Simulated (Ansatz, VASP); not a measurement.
**One calculation of Sn2TeO, two programs**

The input INCAR:

```
SYSTEM = Sn2TeO
PREC = Accurate
ENCUT = 600
EDIFF = 1E-6
ISMEAR = 0
SIGMA = 0.1
LREAL = .FALSE.
LASPH = .TRUE.
NELM = 120
ALGO = Normal
ISIF = 2
LWAVE = .FALSE.
LCHARG = .FALSE.
GGA = PE
NBANDS = 28
GGA_COMPAT = .FALSE.
```

File KPOINTS:

```
Automatic mesh
0
G
  4 4 4
  0 0 0
```

File POSCAR:

```
Sn2TeO
1.0
    4.2211004100      0.0000000000      0.0000000000
    0.0000000000      4.2211004100      0.0000000000
    0.0000000000      0.0000000000      5.9733071900
Sn Te O
2 1 1
Direct
    0.0000000000      0.0000000000      0.5000000000
    0.5000000000      0.5000000000      0.0000000000
    0.5000000000      0.5000000000      0.5000000000
    0.0000000000      0.0000000000      0.0000000000
```

Input for Ansatz:

```yaml
crystal:
  lattice:
    - [4.22110041, 0.0, 0.0]
    - [0.0, 4.22110041, 0.0]
    - [0.0, 0.0, 5.97330719]
  atoms:
    - { symbol: Sn, position: [0.0, 0.0, 0.5] }
    - { symbol: Sn, position: [0.5, 0.5, 0.0] }
    - { symbol: Te, position: [0.5, 0.5, 0.5] }
    - { symbol: O, position: [0.0, 0.0, 0.0] }
basis:
  ecutwfc: 420
kpoints:
  mp_grid: { grid: [4, 4, 4] }
hamiltonian:
  xc: pbe
scf:
  occupations: { method: gaussian, width: 0.1 }
  lower_state_search: "off"
output:
  forces: true
  stress: true
  eigenvalues: true
```

Change from the starting cell: species swapped into the GeTe2Pb type (P4/mmm, No. 123).

Alike in both runs: task single point; functional PBE; k mesh 4 × 4 × 4; occupations gaussian, width 0.1 eV; no spin polarisation.

|  | VASP | Ansatz |
| --- | --- | --- |
| version | VASP 6.6.1 | Ansatz 0.2.0 |
| potentials or method | VASP PAW PBE potentials, release 64 (Sn_d, Te, O), cutoff 600 eV | scalar-relativistic, plane waves, PAW |
| valence electrons in the cell | 40 | 50 |

|  | VASP | Ansatz | Ansatz less VASP |
| --- | --- | --- | --- |
| gap on the k mesh at the Fermi level (eV) | none | none | - |
| pressure (GPa) | -1.2 | -1.2 | +0.04 |
| traceless stress, the component that is largest in VASP (GPa) | 1.57 | 1.57 | +0.005 |

A gap of «none» marks a metal or a gap that the smearing closes. VASP's potentials hold 40 valence electrons a cell and Ansatz's 50, so a difference there can come from the potentials and not from the codes.

The k mesh is coarse, so the values compare programs but aren't converged. Neither program's run includes spin-orbit coupling.
